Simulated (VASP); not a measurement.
## Ti2Cd: electric field gradients with LDA

Crystal: Ti2Cd.

```
CELL_PARAMETERS angstrom
-1.46115 1.46115 6.71000
1.46115 -1.46115 6.71000
1.46115 1.46115 -6.71000
ATOMIC_POSITIONS crystal
Ti 0.32400 0.32400 0.00000
Ti 0.67600 0.67600 0.00000
Cd 0.00000 0.00000 0.00000
```

This cell differs from its parent crystal: equal xx and yy strain of +2 %.

```yaml
Program: VASP 6.6.1
Task: electric field gradients
Functional: LDA
Potentials_or_basis: VASP PAW LDA potentials, release 64 (Ti_sv, Cd)
Cutoff: 520 eV
k_mesh: 16 × 16 × 16
Occupations: fermi-dirac, width 0.08 eV
Spin: no spin polarisation
Dipole_correction: no
Further_INCAR_settings: ALGO = Normal; EDIFF = 1e-08; NBANDS = 25
```

The pressure is -10.8 GPa. The largest force is 0.324 eV/Å. The band gap on the k mesh is zero (bands 18 and 19 overlap by 0.51 eV). The largest electric field gradient by atom is Ti +0.1; Cd -84.3 V/Å².

Forces on the atoms (eV/Å):
```
Ti   0.000  0.000 -0.324
Ti   0.000  0.000  0.324
Cd   0.000  0.000  0.000
```

Stress tensor (GPa, compression positive):
```
-11.21   0.00   0.00
  0.00 -11.21   0.00
  0.00   0.00 -10.03
```

Levels at points of the mesh, in eV from the Fermi level:
| k point | band 14 | band 15 | band 16 | band 17 | band 18 | band 19 | band 20 | band 21 | band 22 | band 23 |
| --- | --- | --- | --- | --- | --- | --- | --- | --- | --- | --- |
| (0.00, 0.00, 0.00) | -7.40 | -3.43 | -3.10 | -1.36 | -0.55 | 0.05 | 1.25 | 1.25 | 1.85 | 2.39 |
| (0.50, 0.00, 0.00) | -2.81 | -2.73 | -1.66 | -1.27 | -0.49 | 0.30 | 0.33 | 1.02 | 1.05 | 2.55 |
| (0.50, 0.50, 0.00) | -2.02 | -1.95 | -1.35 | -0.94 | -0.10 | 1.56 | 1.62 | 1.94 | 2.15 | 3.52 |
| (0.50, 0.50, 0.50) | -7.01 | -5.19 | -1.88 | -1.34 | 0.02 | 0.28 | 1.16 | 1.16 | 1.97 | 2.39 |

Electric field gradients, principal values (V/Å²):
```tsv
atom	least	middle	greatest (by size)
1 Ti	-0.069	-0.070	0.139
2 Ti	-0.069	-0.070	0.139
3 Cd	42.153	42.154	-84.307
```

Wall time 76 min on 1 thread of Intel Xeon 8259CL (shared host), peak memory 0.67 GiB.

Caveat: the cell differs from its parent crystal (equal xx and yy strain of +2 %); the cell stands under tension; without QUAD_EFG the Cq values of the log hold for a quadrupole moment of 1 mb, not for the nuclei.
